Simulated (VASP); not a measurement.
Wanted: the native input for a VASP 6.6.1 run.

```yaml
Task: single point
Functional: PBEsol
Potentials_or_basis: VASP PAW PBE potentials, release 64 (Nb_sv, H)
Cutoff: 520 eV
k_mesh: 3 × 3 × 3
Occupations: gaussian, width 0.1 eV
Spin: no spin polarisation
Dipole_correction: no
Further_INCAR_settings: LREAL = Auto; ALGO = Normal; EDIFF = 1e-06; NBANDS = 118
```

The structure of Nb16H (a cell with a defect) lies in POSCAR:

```
Nb16H
1.0
    6.6000000000      0.0000000000      0.0000000000
    0.0000000000      6.6000000000      0.0000000000
    0.0000000000      0.0000000000      6.6000000000
Nb H
16 1
Direct
    0.0004131818      0.0003492424      0.0004453030
    0.4992284848      0.0003500000      0.0004360606
   -0.0010251515      0.5007106061     -0.0025187879
    0.0090366667     -0.0007648485      0.5064980303
    0.2498237879      0.2500734848      0.2505346970
    0.5006759091      0.5007157576     -0.0025236364
    0.4906004545     -0.0007625758      0.5064989394
    0.7498171212      0.2574943939      0.2438703030
   -0.0003251515      0.4998856061      0.4978921212
    0.2498200000      0.7497454545      0.2515057576
    0.2498234848      0.2490137879      0.7516293939
    0.4999674242      0.4998919697      0.4978922727
    0.7498180303      0.7491627273      0.2475213636
    0.7498242424      0.2511586364      0.7499159091
    0.2498200000      0.7482260606      0.7525415152
    0.7498259091      0.7486884848      0.7508856061
    0.7498166667      0.0114953030      0.3933109091
```

These files were run (other wordings do the same):

INCAR

```
  PREC = Accurate
  ENCUT = 520
  EDIFF = 1E-6
  ISMEAR = 0
  SIGMA = 0.1
  LREAL = Auto
  LASPH = T
  NELM = 100
  ALGO = Normal
  ISIF = 2
  LWAVE = F
  LCHARG = T
  GGA = PS
  LELF = T
  LVHAR = T
  NBANDS = 118
```

KPOINTS

```
regular mesh
0
Gamma
  3 3 3
```

Potentials or basis: VASP PAW PBE potentials, release 64 (Nb_sv, H).

Command:

```sh
$ cat potpaw_PBE.64/Nb_sv/POTCAR potpaw_PBE.64/H/POTCAR > POTCAR
$ mpirun -np 1 vasp_std > vasp.out
```

It gave:

| Item | Value |
| --- | --- |
| Pressure | -3.9 GPa |
| Largest force | 0.350 eV/Å |

Caveat: the PAW data sets were made with another functional, which shifts forces and pressure a little.

It took 19 min on 1 thread of AMD EPYC 7R43 64-Core Processor (Zen 3), with other jobs on the host, peak memory 0.47 GiB.
